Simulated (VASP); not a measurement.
Here is a VASP 6.6.1 calculation.

POSCAR

```
Re
1.0
    2.7598270443      0.0000000000      0.0000000000
   -1.3799135221      2.3900803304      0.0000000000
    0.0000000000      0.0000000000      4.4572270891
Re
2
Direct
    0.3333333333      0.6666666667      0.2500000000
    0.6666666667      0.3333333333      0.7500000000
```

File INCAR.step1:

```
PREC     = Accurate       # precision mode
ENCUT    = 520            # plane-wave cutoff, eV
ISMEAR   = 0              # smearing method
SIGMA    = 0.01           # smearing width, eV
LREAL    = False          # projectors in reciprocal space
LASPH    = True           # aspherical terms in the spheres
NELM     = 60             # most SCF steps
NBANDS   = 14             # bands
GGA      = PE             # functional
ALGO     = Normal         # electronic algorithm
EDIFF    = 1E-4           # SCF threshold, eV
LWAVE    = True           # write WAVECAR
LCHARG   = False          # write CHGCAR
```

INCAR.step2

```
PREC     = Accurate       # precision mode
ENCUT    = 520            # plane-wave cutoff, eV
EDIFF    = 1E-6           # SCF threshold, eV
ISMEAR   = 0              # smearing method
SIGMA    = 0.01           # smearing width, eV
LREAL    = False          # projectors in reciprocal space
LASPH    = True           # aspherical terms in the spheres
NELM     = 60             # most SCF steps
ALGO     = Normal         # electronic algorithm
ISIF     = 2              # what is computed and relaxed
LWAVE    = False          # write WAVECAR
LCHARG   = True           # write CHGCAR
METAGGA  = R2SCAN         # meta-GGA
LMIXTAU  = True         
LELF     = True           # ELF
LVHAR    = True         
NBANDS   = 14             # bands
ISTART   = 1
```

Contents of KPOINTS:

```
Automatic mesh
0
Gamma
  13 13 7
```

Potentials or basis: VASP PAW PBE potentials, release 64 (Re).

Launch:

```bash
$ cat potpaw_PBE.64/Re/POTCAR > POTCAR
$ cp INCAR.step1 INCAR
$ mpirun -np 1 vasp_std > vasp.out
$ cp INCAR.step2 INCAR
$ mpirun -np 1 vasp_std > vasp.out
```

(1) What does it give for the band gap on the k mesh?

(2) What does it give for the pressure?

## Answers

(1) zero (bands 7 and 8 overlap by 2.80 eV).

(2) -0.1 GPa.

Caveat: the PAW data sets were made with another functional, which shifts forces and pressure a little; spin-orbit coupling is left out, which moves the levels of the heavy elements.
